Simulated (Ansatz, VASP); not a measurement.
**Two plane-wave programs on Zn**

```
Zn
1.0
    -1.10258    1.52992    1.52992
     1.52992   -1.10258    1.52992
     1.52992    1.52992   -1.10258
Zn
1
Cartesian
  0.0000 0.0000 0.0000
```

Alike in both runs: task single point; functional PBEsol; k mesh 22 × 22 × 22; occupations gaussian, width 0.15 eV; no spin polarisation.

|  | VASP | Ansatz |
| --- | --- | --- |
| version | VASP 6.6.1 | Ansatz 0.2.0 |
| potentials or method | VASP PAW PBE potentials, release 64 (Zn), cutoff 520 eV | scalar-relativistic, plane waves, PAW |
| valence electrons in the cell | 12 | 12 |

```csv
,VASP,Ansatz,Ansatz less VASP
gap on the k mesh at the Fermi level (eV),none,none,-
pressure (GPa),17.4,16.7,-0.69
"traceless stress, the component that is largest in VASP (GPa)",-5.60,-5.52,+0.082
```

VASP's potentials were made for PBE, not for PBEsol. A gap of «none» marks a metal or a gap that the smearing closes.
